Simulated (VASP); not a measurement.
The system is WS2.

```
W S
1.0
     1.57900    0.91164    6.16333
    -1.57900    0.91164    6.16333
     0.00000   -1.82327    6.16333
W S
1 2
Cartesian
  -0.0377 -0.0171 0.0389
  0.0067 0.0202 10.7222
  0.0119 -0.0494 13.9186
```

Base run:

```yaml
Program: VASP 6.6.1
Functional: PBE
Potentials_or_basis: VASP PAW PBE potentials, release 64 (W_sv, S)
Cutoff: 520 eV
k_mesh: 7 × 7 × 7
Occupations: gaussian, width 0.025 eV
Spin: no spin polarisation
```

Its results: band gap on the k mesh 1.04 eV (least direct gap 2.08 eV); pressure 1.5 GPa; largest force 1.683 eV/Å.

**Question.** The run is repeated on the same cell with these changes: functional from PBE to r2SCAN; occupations from gaussian, width 0.025 eV to methfessel-paxton, width 0.05 eV. What comes out?

**Answer.** Band gap on the k mesh 1.15 eV (least direct gap 2.21 eV); pressure -0.3 GPa; largest force 1.716 eV/Å.

Caveats: spin-orbit coupling is left out, which moves the levels of the heavy elements; forces of over 1 eV/Å act on the atoms, so gaps and moduli don't describe the material at rest (at least some runs); the stress differs along the axes, from -4 to 2 GPa (at least some runs); the PAW data sets were made with another functional, which shifts forces and pressure a little (at least some runs).

A k mesh can miss the band edges.
